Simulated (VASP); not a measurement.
Set up this calculation in VASP 6.6.1, as the native input.

```yaml
Task: single point
Functional: PBE
Dispersion: D3(BJ)
Potentials_or_basis: VASP PAW PBE potentials, release 64 (P, Se, O)
Cutoff: 520 eV
k_mesh: 10 × 10 × 10
Occupations: gaussian, width 0.1 eV
Spin: no spin polarisation
Dipole_correction: no
Further_INCAR_settings: ALGO = Normal; EDIFF = 1e-07; NBANDS = 22
```

The structure of P2Se2O lies in POSCAR:

```
P2Se2O
1.0
   -2.5406824827      2.5406824827      4.0100098306
    2.5406824827     -2.5406824827      4.0100098306
    2.5406824827      2.5406824827     -4.0100098306
P Se O
2 2 1
Direct
    0.7987515510      0.7987515510      0.0000000000
    0.2012484490      0.2012484490      0.0000000000
    0.2500000000      0.7500000000      0.5000000000
    0.7500000000      0.2500000000      0.5000000000
    0.0000000000      0.0000000000      0.0000000000
```

These files were run (other wordings do the same):

INCAR

```
SYSTEM = P2Se2O
  PREC = Accurate
  ENCUT = 520
  EDIFF = 1E-7
  ISMEAR = 0
  SIGMA = 0.1
  LREAL = .False.
  LASPH = .True.
  NELM = 100
  ALGO = Normal
  ISIF = 2
  LWAVE = .False.
  LCHARG = .False.
  GGA = PE
  IVDW = 12
  NBANDS = 22
```

KPOINTS

```
Automatic mesh
0
Gamma
  10 10 10
  0 0 0
```

Potentials or basis: VASP PAW PBE potentials, release 64 (P, Se, O).

Run with:

```sh
$ cat potpaw_PBE.64/P/POTCAR potpaw_PBE.64/Se/POTCAR potpaw_PBE.64/O/POTCAR > POTCAR
$ mpirun -np 1 vasp_std > vasp.out
```

Results of the run:

```json
{
  "Pressure": "-0.2 GPa",
  "Largest force": "0.135 eV/Å",
  "Band gap on the k mesh": "0.03 eV, indirect (least direct gap 0.17 eV)",
  "Dispersion energy per atom": "-0.267 eV"
}
```

It took 2 min on 1 thread of Intel(R) Xeon(R) 6975P-C (Granite Rapids), on a shared host, peak memory 0.39 GiB.
